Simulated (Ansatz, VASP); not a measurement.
SnO: VASP beside Ansatz

Contents of INCAR:

```
ALGO = Normal ; EDIFF = 1E-6
ENCUT = 1340 ; GGA = CA
GGA_COMPAT = F ; ISIF = 2
ISMEAR = 0 ; LASPH = T
LCHARG = F ; LREAL = F
LWAVE = F ; NBANDS = 28
NELM = 120 ; PREC = Accurate
SIGMA = 0.01
```

The input KPOINTS:

```
k-points
0
Gamma
  4 3 3
```

The input POSCAR:

```
SnO
1.0
    3.3550050000      0.0000000000      0.0000000000
    0.0000000000      5.6741040000      0.0000000000
    0.0000000000      0.0000000000      4.2219700000
Sn O
2 2
Direct
    0.0063770854      0.1983429887      0.5024892343
    0.4909398422      0.7571690498      0.0047196662
   -0.0053078802      0.8658832574      0.7288792653
    0.4939886837      0.0884684070      0.2170431373
```

Input for Ansatz:

```yaml
crystal:
  lattice:
    - [3.355005, 0.0, 0.0]
    - [0.0, 5.674104, 0.0]
    - [0.0, 0.0, 4.22197]
  atoms:
    - { symbol: Sn, position: [0.006377085359579819, 0.1983429887403767, 0.5024892343183495] }
    - { symbol: Sn, position: [0.4909398421907456, 0.7571690498081115, 0.004719666212231003] }
    - { symbol: O, position: [-0.00530788016538129, 0.8658832574346547, 0.7288792652504674] }
    - { symbol: O, position: [0.49398868366281884, 0.08846840700064718, 0.21704313725443422] }
kpoints:
  mp_grid:
    grid: [4, 3, 3]
hamiltonian:
  xc: lda
scf:
  occupations:
    method: fixed
output:
  forces: true
```

Alike in both runs: task single point; functional LDA; k mesh 4 × 3 × 3; no spin polarisation.

|  | VASP | Ansatz |
| --- | --- | --- |
| version | VASP 6.6.1 | Ansatz 0.2.0 |
| potentials or method | VASP PAW LDA potentials, release 64 (Sn_d, O_h) | plane waves, PAW |
| plane-wave cutoff (eV) | 1340 | 420 |
| occupations | gaussian, width 0.01 eV | fixed |
| valence electrons in the cell | 40 | 40 |

Ansatz gave:

```
rms of the force components (eV/Å) : 0.202
```

Problem. Estimate VASP's values.

Solution. rms of the force components (eV/Å): 0.221.

LDA's correlation is that of Perdew and Zunger in VASP and of Perdew and Wang (1992) in Ansatz. Atom by atom the forces differ by 0.042 eV/Å (rms over components).

The k mesh is coarse, so the values compare programs but aren't converged.
